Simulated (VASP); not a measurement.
# Sn3S (Pm-3m) in VASP: a series of runs, part 4 of 4

VASP 6.6.1. Earlier steps stand in the parts before.

## (6) Relaxation of cell and atoms, PBE

This run uses another cell than the first one, of 25.61 Å³/atom.

INCAR reads:

```
PREC = Accurate ; ENCUT = 600
EDIFF = 1E-6 ; ISMEAR = 0
SIGMA = 0.1 ; LREAL = F
LASPH = T ; NELM = 60
ALGO = Normal ; ISIF = 3
LWAVE = F ; LCHARG = F
GGA = PE ; IBRION = 2
NSW = 100 ; EDIFFG = -0.01
```

KPOINTS reads:

```
Automatic mesh
0
Gamma
  10 10 10
```

POSCAR reads:

```
Sn3S
1.0
    4.6787684407      0.0000000000      0.0000000000
    0.0000000000      4.6787684407      0.0000000000
    0.0000000000      0.0000000000      4.6787684407
Sn S
3 1
Direct
    0.0000000000      0.5000000000      0.5000000000
    0.5000000000      0.0000000000      0.5000000000
    0.5000000000      0.5000000000      0.0000000000
    0.0000000000      0.0000000000      0.0000000000
```

Potentials or basis: VASP PAW PBE potentials, release 64 (Sn_d, S).

Started as:

```
> cat potpaw_PBE.64/Sn_d/POTCAR potpaw_PBE.64/S/POTCAR > POTCAR
> mpirun -np 1 vasp_std > vasp.out
```

OUTCAR:

```text
PREC = Accurate
   ENCUT = 600
   EDIFF = 1E-6
   ISMEAR = 0
   LREAL = F
   LASPH = T
   NELM = 60
   ISIF = 3
   GGA = PE
   IBRION = 2
   NSW = 100
   EDIFFG = -0.01

 ion  position               nearest neighbor table
   1  0.000  0.500  0.500-   2 3.31   3 3.31   3 3.31   2 3.31   2 3.31   3 3.31   3 3.31   2 3.31

   2  0.500  0.000  0.500-   1 3.31   3 3.31   3 3.31   1 3.31   3 3.31   3 3.31   1 3.31   1 3.31

   3  0.500  0.500  0.000-   1 3.31   2 3.31   1 3.31   2 3.31   2 3.31   2 3.31   1 3.31   1 3.31
[... 949 lines left out ...]
  --------------------------------------------------------------------------------------
  -------------------------------------------------------------------------------------
  Total       -0.0067423     -0.0067423     -0.0067423      0.0000000     -0.0000000      0.0000000
  in kB       -0.1054693     -0.1054693     -0.1054693      0.0000000     -0.0000000      0.0000000
  external PRESSURE =      -0.1054693 kB  Pullay stress =       0.0000000 kB

 VOLUME and BASIS-vectors are now :
 -----------------------------------------------------------------------------
  energy-cutoff  :      600.00
  volume of cell :      102.42
      direct lattice vectors                 reciprocal lattice vectors
     4.678768441  0.000000000  0.000000000     0.213731458  0.000000000  0.000000000
     0.000000000  4.678768441  0.000000000     0.000000000  0.213731458  0.000000000
     0.000000000  0.000000000  4.678768441     0.000000000  0.000000000  0.213731458

 POSITION                                       TOTAL-FORCE (eV/Angst)
 -----------------------------------------------------------------------------------
      0.00000      2.33938      2.33938         0.000000      0.000000      0.000000
      2.33938      0.00000      2.33938         0.000000      0.000000      0.000000
      2.33938      2.33938      0.00000         0.000000      0.000000      0.000000
      0.00000      0.00000      0.00000         0.000000      0.000000      0.000000
 -----------------------------------------------------------------------------------
    total drift:                               -0.000000     -0.000000     -0.000000

  FREE ENERGIE OF THE ION-ELECTRON SYSTEM (eV)
  ---------------------------------------------------
  free  energy   TOTEN  =       -15.1594312424 eV

  energy  without entropy=      -15.1491245229  energy(sigma->0) =      -15.15427788

 reached required accuracy - stopping structural energy minimisation
```

OSZICAR:

```text
N       E                     dE             d eps       ncg     rms          rms(c)
DAV:   1     0.461094576298E+03    0.46109E+03   -0.26309E+04  3136   0.274E+03
DAV:   2     0.460976059865E+02   -0.41500E+03   -0.40758E+03  3144   0.608E+02
DAV:   3    -0.116767296633E+02   -0.57774E+02   -0.55068E+02  3696   0.196E+02
DAV:   4    -0.154001440317E+02   -0.37234E+01   -0.35899E+01  3612   0.457E+01
DAV:   5    -0.155315061695E+02   -0.13136E+00   -0.13111E+00  4184   0.868E+00    0.614E+00
DAV:   6    -0.151751759283E+02    0.35633E+00   -0.10244E+00  3876   0.604E+00    0.368E+00
DAV:   7    -0.151645057178E+02    0.10670E-01   -0.16005E-01  3768   0.204E+00    0.188E+00
DAV:   8    -0.151600858981E+02    0.44198E-02   -0.37677E-02  4088   0.113E+00    0.269E-01
DAV:   9    -0.151593255279E+02    0.76037E-03   -0.42700E-03  3736   0.531E-01    0.116E-01
DAV:  10    -0.151594254353E+02   -0.99907E-04   -0.68482E-04  3436   0.223E-01    0.272E-02
DAV:  11    -0.151594313104E+02   -0.58751E-05   -0.45462E-05  4036   0.446E-02    0.158E-02
DAV:  12    -0.151594312424E+02    0.68008E-07   -0.57217E-06  2932   0.181E-02
   1 F= -.15159431E+02 E0= -.15154278E+02  d E =-.151594E+02
```

CONTCAR:

```text
Sn3S
   1.00000000000000
     4.6787684406999999    0.0000000000000000    0.0000000000000000
     0.0000000000000000    4.6787684406999999    0.0000000000000000
     0.0000000000000000    0.0000000000000000    4.6787684406999999
  Sn              S
     3     1
Direct
     0.0000000000000000    0.5000000000000000    0.5000000000000000
     0.5000000000000000    0.0000000000000000    0.5000000000000000
     0.5000000000000000    0.5000000000000000    0.0000000000000000
     0.0000000000000000    0.0000000000000000    0.0000000000000000

  0.00000000E+00  0.00000000E+00  0.00000000E+00
  0.00000000E+00  0.00000000E+00  0.00000000E+00
  0.00000000E+00  0.00000000E+00  0.00000000E+00
  0.00000000E+00  0.00000000E+00  0.00000000E+00
```

Wall time 54 s (1 thread of Intel Xeon 6975P-C (Granite Rapids), shared host); peak memory 0.34 GiB.

Results:

- Free energy: -15.1594 eV
- Pressure after relaxing: 0.0 GPa
- Band gap on the k mesh: zero (bands 24 and 25 overlap by 2.02 eV)

Final structure:
```
CELL_PARAMETERS angstrom
4.67877 0.00000 0.00000
0.00000 4.67877 0.00000
0.00000 0.00000 4.67877
ATOMIC_POSITIONS crystal
Sn 0.00000 0.50000 0.50000
Sn 0.50000 0.00000 0.50000
Sn 0.50000 0.50000 0.00000
S 0.00000 0.00000 0.00000
```

Caveat: the relaxation stopped at its first step, so nothing moved; spin-orbit coupling is left out, which moves the levels of the heavy elements.

## (7) Summary

| task | cell | k mesh | cutoff (eV) | gap on the mesh (eV) | pressure (GPa) |
| --- | --- | --- | --- | --- | --- |
| single point | a = 4.579 Å, 4 atoms | 4 × 4 × 4 | 520 | none | 3.4 |
| single point | a = 4.679 Å, 4 atoms | 10 × 10 × 10 | 520 | none | -0.1 |
| relaxation of cell and atoms | relaxed from a = 4.579 Å, 4 atoms | 10 × 10 × 10 | 600 | none | 0.0 |
| relaxation of cell and atoms | relaxed from a = 4.679 Å, 4 atoms | 10 × 10 × 10 | 600 | none | 0.0 |

Alike in all rows: level PBE; potentials or basis VASP PAW PBE potentials, release 64 (Sn_d, S); no spin polarisation; smearing gaussian 0.1 eV.

Caveats: spin-orbit coupling is left out, which moves the levels of the heavy elements; the cell stands under pressure (at least some runs); the relaxation stopped at its first step, so nothing moved (at least some runs).

Total energies depend on the potentials used, so only differences within one code and one set of settings carry meaning.
